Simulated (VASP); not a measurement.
**B2Se: relaxation of cell and atoms with PBE**

Crystal: B2Se.

```xyz
3
Lattice="1.3835 -2.8458 0.0000 1.3835 2.8458 0.0000 0.0000 0.0000 4.5233" Properties=species:S:1:pos:R:3 pbc="T T T"
B     1.3835   -1.9750    0.0000
B     1.3835    1.9750    0.0000
Se    0.0000    0.0000    2.2616
```

The cell was generated, and may not be a known phase.

* Program: VASP 6.6.1
* Task: relaxation of cell and atoms
* Functional: PBE
* Potentials or basis: VASP PAW PBE potentials, release 64 (B, Se)
* Cutoff: 600 eV
* k mesh: 8 × 8 × 4
* Occupations: gaussian, width 0.1 eV
* Spin: no spin polarisation
* Dipole correction: no
* Further INCAR settings: ALGO = Normal; EDIFF = 1e-06; IBRION = 2; EDIFFG = -0.04; NSW = 90; ISIF = 3

| Quantity | Value |
| --- | --- |
| Relaxed volume | 11.71 Å³/atom |
| Relaxed cell | a = 3.197 Å, b = 3.197 Å, c = 4.451 Å, α = 90.00°, β = 90.00°, γ = 129.47° |
| Space group after relaxing (to 0.1 Å) | Cmmm (No. 65) |
| Energy gained by relaxing | 4.8 meV/atom |
| Ionic steps | 6 |
| Pressure after relaxing | 0.1 GPa |
| Largest force after relaxing | 0.011 eV/Å |
| Band gap on the k mesh | zero (bands 6 and 7 overlap by 4.68 eV) |

Forces on the atoms (eV/Å):
```
B    0.000  0.011  0.000
B    0.000 -0.011  0.000
Se   0.000  0.000  0.000
```

The path:
| step | energy change (eV) | largest force (eV/Å) | pressure (GPa) | volume (Å³) |
| --- | --- | --- | --- | --- |
| 1 | 0.0000 | 0.1817 | -0.62 | 35.62 |
| 2 | -0.0115 | 0.0185 | -0.38 | 35.38 |
| 3 | -0.0129 | 0.1351 | -0.29 | 35.25 |
| 4 | -0.0133 | 0.1743 | 0.22 | 35.05 |
| 5 | -0.0143 | 0.0302 | -0.05 | 35.14 |
| 6 | -0.0145 | 0.0105 | 0.11 | 35.12 |

Final structure:
```xyz
3
Lattice="1.3645 -2.8910 0.0000 1.3645 2.8910 0.0000 0.0000 0.0000 4.4510" Properties=species:S:1:pos:R:3 pbc="T T T"
B     1.3645   -2.0187    4.4510
B     1.3645    2.0187    0.0000
Se    0.0000    0.0000    2.2255
```

Levels at points of the mesh, in eV from the Fermi level:
```tsv
k point	band 4	band 5	band 6	band 7	band 8	band 9
(0.00, 0.00, 0.00)	-1.44	0.33	3.18	3.67	6.32	7.65
(0.50, 0.00, 0.00)	-4.40	-3.77	-2.48	-0.78	2.10	6.55
(0.50, 0.50, 0.00)	-4.77	-3.66	-1.24	0.32	4.05	7.86
(0.00, 0.00, 0.50)	-0.63	0.41	1.04	3.24	4.09	5.91
(0.50, 0.00, 0.50)	-6.18	-2.72	-1.17	2.64	3.07	4.15
(0.50, 0.50, 0.50)	-6.78	0.94	1.66	2.86	3.53	3.59
```

Wall time 50 s on 1 thread of Intel(R) Xeon(R) 6975P-C (Granite Rapids), on a shared host, peak memory 0.19 GiB.
